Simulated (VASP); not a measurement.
GaN, 2 atoms in the cell. It takes space group F-43m (No. 216, cubic). The conventional cell has a = 4.455 Å, b = 4.455 Å, c = 4.455 Å, α = 90.00°, β = 90.00°, γ = 90.00°. Within 2.6 Å of Ga (site symmetry -43m) lie 4 N at 1.93 Å. N (site symmetry -43m) has 4 Ga at 1.93 Å within 2.6 Å. 

```yaml
Program: VASP 6.6.1
Task: single point
Functional: LDA
Potentials_or_basis: VASP PAW LDA potentials, release 64 (Ga_d, N_h)
Cutoff: 1330 eV
k_mesh: 10 × 10 × 10
Occupations: gaussian, width 0.01 eV
Spin: non-collinear spin, zero start, spin-orbit coupling
Starting_moments: "[[0.0, 0.0, 0.0], [0.0, 0.0, 0.0]] μB"
Dipole_correction: no
Further_INCAR_settings: ALGO = Normal; EDIFF = 1e-06; NBANDS = 30
```

Potentials or basis: VASP PAW LDA potentials, release 64 (Ga_d, N_h).

Launch:

```sh
$ cat potpaw_LDA.64/Ga_d/POTCAR potpaw_LDA.64/N_h/POTCAR > POTCAR
$ mpirun -np 1 vasp_ncl > vasp.out
```

Hardware: 1 thread of Intel(R) Xeon(R) Platinum 8259CL CPU @ 2.50GHz (Skylake/Cascade Lake), with other jobs on the host.

**Question.** How long does it take, and how much memory?

**Answer.** It took 7.9 min on 1 thread of Intel(R) Xeon(R) Platinum 8259CL CPU @ 2.50GHz (Skylake/Cascade Lake) (shared host), peak memory 0.53 GiB. Counts: scf iterations 12, k points 73.
